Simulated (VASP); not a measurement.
Here is a VASP 6.6.1 calculation.

INCAR

```
PREC     = Accurate       # precision mode
ENCUT    = 600            # plane-wave cutoff, eV
EDIFF    = 1E-6           # SCF threshold, eV
ISMEAR   = -1             # smearing method
SIGMA    = 0.05           # smearing width, eV
LREAL    = False          # projectors in reciprocal space
LASPH    = True           # aspherical terms in the spheres
NELM     = 80             # most SCF steps
ALGO     = Normal         # electronic algorithm
ISIF     = 3              # what is computed and relaxed
LWAVE    = False          # write WAVECAR
LCHARG   = False          # write CHGCAR
IBRION   = 2              # ionic algorithm
NSW      = 80             # ionic steps
EDIFFG   = -0.02          # ionic threshold
```

Contents of KPOINTS:

```
Automatic mesh
0
Gamma
  9 9 9
```

The input POSCAR:

```
W
1.0
    2.5900000000      0.0000000000      0.0000000000
    0.0000000000      2.5900000000      0.0000000000
    0.0000000000      0.0000000000      2.5900000000
W
1
Direct
    0.0000000000      0.0000000000      0.0000000000
```

Potentials or basis: VASP PAW LDA potentials, release 64 (W_sv).

Command:

```bash
$ cat potpaw_LDA.64/W_sv/POTCAR > POTCAR
$ mpirun -np 1 vasp_std > vasp.out
```

**Question.** What does it give for the relaxed volume?

**Answer.** 17.53 Å³/atom.

**Question.** Estimate the space group after relaxing (to 0.05 Å).

**Answer.** Pm-3m (No. 221).

**Question.** Estimate the band gap on the k mesh.

**Answer.** Zero (band 7 reaches 11.55 eV, above the bottom of band 8 at 9.31 eV).

**Question.** Predict the relaxed cell.

**Answer.** a = 2.598 Å, b = 2.598 Å, c = 2.598 Å, α = 90.00°, β = 90.00°, γ = 90.00°.

Final structure:
```cif
data_structure
_symmetry_space_group_name_H-M 'P 1'
_symmetry_Int_Tables_number 1
_cell_length_a 2.5977
_cell_length_b 2.5977
_cell_length_c 2.5977
_cell_angle_alpha 90.000
_cell_angle_beta 90.000
_cell_angle_gamma 90.000
_cell_volume 17.53
loop_
_atom_site_label
_atom_site_type_symbol
_atom_site_fract_x
_atom_site_fract_y
_atom_site_fract_z
_atom_site_occupancy
W1 W 0.00000 0.00000 0.00000 1
```

Caveat: spin-orbit coupling is left out, which moves the levels of the heavy elements.
